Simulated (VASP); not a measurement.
Write the native input for VASP 6.6.1 that does the following.

* Task: single point
* Functional: PBE
* Potentials or basis: VASP PAW PBE potentials, release 64 (Bi_d)
* Cutoff: 520 eV
* k mesh: 33 × 33 × 33
* Occupations: fermi-dirac, width 0.0612256 eV
* Spin: no spin polarisation
* Dipole correction: no
* Further INCAR settings: ALGO = Normal; EDIFF = 1e-07; NBANDS = 14

The structure of Bi lies in POSCAR:

```
Bi
1.0
    3.2098733334      0.0000000000      0.0000000000
    0.0000000000      3.2098733334      0.0000000000
    0.0000000000      0.0000000000      3.2098733334
Bi
1
Direct
    0.0000000000      0.0000000000      0.0000000000
```

This isn't the form of Bi at room conditions, which is rhombohedral.

The input as run:

INCAR

```
PREC = Accurate
ENCUT = 520
EDIFF = 1E-7
ISMEAR = -1
SIGMA = 0.06122561905347299
LREAL = False
LASPH = True
NELM = 60
ALGO = Normal
ISIF = 2
LWAVE = False
LCHARG = False
GGA = PE
NBANDS = 14
```

KPOINTS

```
regular mesh
0
Gamma
  33 33 33
```

Potentials or basis: VASP PAW PBE potentials, release 64 (Bi_d).

The run is started by

```bash
$ cat potpaw_PBE.64/Bi_d/POTCAR > POTCAR
$ mpirun -np 1 vasp_std > vasp.out
```

Results of the run:

```json
{
 "Pressure": "3.2 GPa",
 "Band gap on the k mesh": "zero (an odd number of electrons rules out a gap without spin polarisation)"
}
```

Caveat: the cell stands under pressure; spin-orbit coupling is left out, which moves the levels of the heavy elements.

Wall time 2.1 min on 1 thread of Intel(R) Xeon(R) Platinum 8559C (Emerald Rapids) (shared host), peak memory 0.47 GiB.
